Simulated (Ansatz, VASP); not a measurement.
# One calculation of BeS3, two programs

```
CELL_PARAMETERS angstrom
4.90137 0.00000 0.00000
0.00000 4.90137 0.00000
0.00000 0.00000 4.90137
ATOMIC_POSITIONS crystal
Be 0.00000 0.00000 0.00000
Be 0.50000 0.50000 0.50000
S 0.00000 0.50000 0.25000
S 0.00000 0.50000 0.75000
S 0.25000 0.00000 0.50000
S 0.75000 0.00000 0.50000
S 0.50000 0.75000 0.00000
S 0.50000 0.25000 0.00000
```

Alike in both runs: functional PBE; k mesh 8 × 8 × 8; occupations gaussian, width 0.1 eV; no spin polarisation.

Ansatz relaxed the structure, and its values are those at the end. VASP's run is a single point on that final structure, the one shown.

|  | VASP | Ansatz |
| --- | --- | --- |
| version | VASP 6.6.1 | Ansatz 0.2.0 |
| potentials or method | VASP PAW PBE potentials, release 64 (Be, S), cutoff 600 eV | scalar-relativistic, plane waves, PAW |
| valence electrons in the cell | 40 | 40 |

Ansatz gave:

| Property | Result |
| --- | --- |
| gap on the k mesh at the Fermi level (eV) | none |
| pressure (GPa) | 0.0 |

Question: Estimate VASP's values.

Answer: gap on the k mesh at the Fermi level (eV): none; pressure (GPa): -0.1.

A gap of «none» marks a metal or a gap that the smearing closes.
